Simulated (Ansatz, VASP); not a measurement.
# FeO: VASP beside Ansatz

The input INCAR:

```
SYSTEM = FeO
PREC = Accurate ; ENCUT = 600
EDIFF = 1E-6 ; ISMEAR = -1
SIGMA = 0.05 ; LREAL = .False.
LASPH = .True. ; NELM = 200
ALGO = Normal ; ISIF = 2
LWAVE = .False. ; LCHARG = .False.
ISPIN = 2 ; MAGMOM = 3 0
LORBIT = 11 ; LMAXMIX = 4
GGA = PE ; NBANDS = 22
GGA_COMPAT = .False.
```

KPOINTS

```
Automatic mesh
0
Gamma
  11 11 11
  0 0 0
```

File POSCAR:

```
FeO
1.0
    1.5188209023      0.8768916568      2.5195772846
   -1.5188209023      0.8768916568      2.5195772846
    0.0000000000     -1.7537833136      2.5195772846
Fe O
1 1
Direct
    0.0000000000      0.0000000000      0.0000000000
    0.5000000000      0.5000000000      0.5000000000
```

Contents of input.yaml:

```yaml
crystal:
  lattice:
    - [1.5188209023, 0.8768916568, 2.5195772846]
    - [-1.5188209023, 0.8768916568, 2.5195772846]
    - [0.0, -1.7537833136, 2.5195772846]
  atoms:
    - { symbol: Fe, position: [0.0, 0.0, 0.0], spin: 3.0 }
    - { symbol: O, position: [0.5, 0.5, 0.5] }
hamiltonian:
  xc: pbe
  pseudopotentials: { kind: paw }
magnetization:
  spin_polarized: true
kpoints:
  mp_grid: { grid: [11, 11, 11] }
scf:
  occupations: { method: fermi_dirac, width: 0.05 }
output:
  forces: true
  stress: true
  eigenvalues: true
```

Alike in both runs: task single point; functional PBE; k mesh 11 × 11 × 11; occupations fermi-dirac, width 0.05 eV; collinear spin.

|  | VASP | Ansatz |
| --- | --- | --- |
| version | VASP 6.6.1 | Ansatz 0.2.0 |
| potentials or method | VASP PAW PBE potentials, release 64 (Fe_sv, O) | Ansatz PAW |
| plane-wave cutoff (eV) | 600 | 420 |
| valence electrons in the cell | 22 | 22 |

Ansatz gave:

```
gap on the k mesh at the Fermi level (eV)                     : none
pressure (GPa)                                                : -1.2
traceless stress, the component that is largest in VASP (GPa) : -0.63
net moment per atom (μB)                                      : 2.00
size of the moment on the site where the two differ most (μB) : 0.32
```

Task: What did VASP give for the same quantities?

Result: gap on the k mesh at the Fermi level (eV): none; pressure (GPa): -3.5; traceless stress, the component that is largest in VASP (GPa): -0.63; net moment per atom (μB): 2.00; size of the moment on the site where the two differ most (μB): 0.29.

Site moments also hang on the region over which each program counts them. A gap of «none» marks a metal or a gap that the smearing closes.
